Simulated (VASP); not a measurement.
A run of VASP 6.6.1 is set up as follows.

Contents of INCAR:

```
SYSTEM = ZrN
  PREC = Accurate
  ENCUT = 520
  EDIFF = 1E-7
  ISMEAR = 0
  SIGMA = 0.1
  LREAL = .False.
  LASPH = .True.
  NELM = 120
  ALGO = Normal
  ISIF = 2
  LWAVE = .False.
  LCHARG = .False.
  LDIPOL = .True.
  IDIPOL = 3
  DIPOL = 0.5 0.5 0.500
  GGA = PE
  IBRION = 2
  NSW = 70
  EDIFFG = -0.03
  GGA_COMPAT = .False.
  NELMIN = 4
  NELMDL = -8
```

File KPOINTS:

```
Automatic mesh
0
Gamma
  9 9 1
  0 0 0
```

Contents of POSCAR:

```
ZrN
1.0
    3.2490685359      0.0000000000      0.0000000000
    0.0000000000      3.2490685359      0.0000000000
    0.0000000000      0.0000000000     18.5948767885
Zr N
3 3
Selective dynamics
Direct
    0.5000000000      0.5000000000      0.3764477754  F F F
    0.0000000000      0.0000000000      0.5000000000  T T T
    0.5000000000      0.5000000000      0.6235522246  T T T
    0.0000000000      0.0000000000      0.3764477754  F F F
    0.5000000000      0.5000000000      0.5000000000  T T T
    0.0000000000      0.0000000000      0.6235522246  T T T
```

Potentials or basis: VASP PAW PBE potentials, release 64 (Zr_sv, N).

Command:

```bash
$ cat potpaw_PBE.64/Zr_sv/POTCAR potpaw_PBE.64/N/POTCAR > POTCAR
$ mpirun -np 1 vasp_std > vasp.out
```

Question: Estimate the energy gained by relaxing.

Answer: 28.7 meV/atom.

Question: Predict the band gap on the k mesh.

Answer: Zero (an odd number of electrons rules out a gap without spin polarisation).

Final structure:
```yaml
crystal:
  lattice:
    - [3.24907, 0.00000, 0.00000]
    - [0.00000, 3.24907, 0.00000]
    - [0.00000, 0.00000, 18.59488]
  atoms:
    - { symbol: Zr, position: [0.50000, 0.50000, 0.37645] }
    - { symbol: Zr, position: [0.00000, 0.00000, 0.49713] }
    - { symbol: Zr, position: [0.50000, 0.50000, 0.61362] }
    - { symbol: N, position: [0.00000, 0.00000, 0.37645] }
    - { symbol: N, position: [0.50000, 0.50000, 0.49495] }
    - { symbol: N, position: [0.00000, 0.00000, 0.62470] }
```
